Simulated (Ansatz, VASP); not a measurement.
# Two plane-wave programs on HfO2

```
Hf O
1.0
     5.10307    0.01190    0.01190
     0.01190    5.10307    0.01190
     0.01190    0.01190    5.10307
Hf O
4 8
Direct
  0.01875 0.01875 0.01875
  0.02079 0.52029 0.52030
  0.52030 0.02079 0.52029
  0.52029 0.52030 0.02079
  0.30013 0.30013 0.30013
  0.24863 0.24864 0.79283
  0.24864 0.79283 0.24863
  0.29864 0.74096 0.74096
  0.79283 0.24863 0.24864
  0.74096 0.29864 0.74096
  0.74096 0.74096 0.29864
  0.79149 0.79149 0.79149
```

Alike in both runs: functional PBEsol; k mesh 4 × 4 × 4; no spin polarisation.

Ansatz relaxed the structure, and its values are those at the end. VASP's run is a single point on that final structure, the one shown.

|  | VASP | Ansatz |
| --- | --- | --- |
| version | VASP 6.6.1 | Ansatz 0.2.0 |
| potentials or method | VASP PAW PBE potentials, release 64 (Hf_pv, O), cutoff 520 eV | scalar-relativistic, plane waves, PAW |
| occupations | gaussian, width 0.01 eV | fixed |
| valence electrons in the cell | 88 | 152 |

|  | VASP | Ansatz | Ansatz less VASP |
| --- | --- | --- | --- |
| gap on the k mesh at the Fermi level (eV) | 4.25 | 4.27 | +0.022 |
| least direct gap on the mesh (eV) | 4.28 | 4.30 | +0.011 |
| pressure (GPa) | -7.9 | -4.7 | +3.22 |
| rms of the force components (eV/Å) | 0.006 | 0.001 | -0.0056 |

VASP's potentials were made for PBE, not for PBEsol. VASP's potentials hold 88 valence electrons a cell and Ansatz's 152, so a difference there can come from the potentials and not from the codes. Ansatz's warnings: stress scf threshold loose.

Neither program's run includes spin-orbit coupling.
